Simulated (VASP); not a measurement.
# Ti: single point with PBEsol

The system is Ti.

```
CELL_PARAMETERS angstrom
0.00000 2.04800 2.04800
2.04800 0.00000 2.04800
2.04800 2.04800 0.00000
ATOMIC_POSITIONS crystal
Ti 0.00000 0.00000 0.00000
```

This cell differs from its parent crystal: volume scaled by 1.03.

```
Program                : VASP 6.6.1
Task                   : single point
Functional             : PBEsol
Potentials or basis    : VASP PAW PBE potentials, release 64 (Ti_sv)
Cutoff                 : 520 eV
k mesh                 : 18 × 18 × 18
Occupations            : gaussian, width 0.1 eV
Spin                   : no spin polarisation
Dipole correction      : no
Further INCAR settings : ALGO = Fast; EDIFF = 1e-06; NBANDS = 12
```

| Property | Result |
| --- | --- |
| Pressure | -3.5 GPa |
| Band gap on the k mesh | zero (band 6 reaches 9.09 eV, above the bottom of band 7 at 7.77 eV) |

Levels at points of the mesh, in eV from the Fermi level:
```csv
k point,band 2,band 3,band 4,band 5,band 6,band 7,band 8,band 9,band 10,band 11
"(0.00, 0.00, 0.00)",-32.40,-32.40,-32.40,-6.12,0.88,0.88,0.88,2.53,2.53,15.33
"(0.50, 0.00, 0.00)",-33.10,-32.49,-32.49,-2.62,0.67,0.76,0.76,3.63,3.63,8.29
"(0.50, 0.50, 0.00)",-33.06,-32.65,-32.65,-2.62,-1.74,2.89,3.62,3.92,3.92,11.85
```

It took 82 s on 1 thread of Intel Xeon 8259CL, on a shared host, peak memory 0.17 GiB.

Caveat: the PAW data sets were made with another functional, which shifts forces and pressure a little.
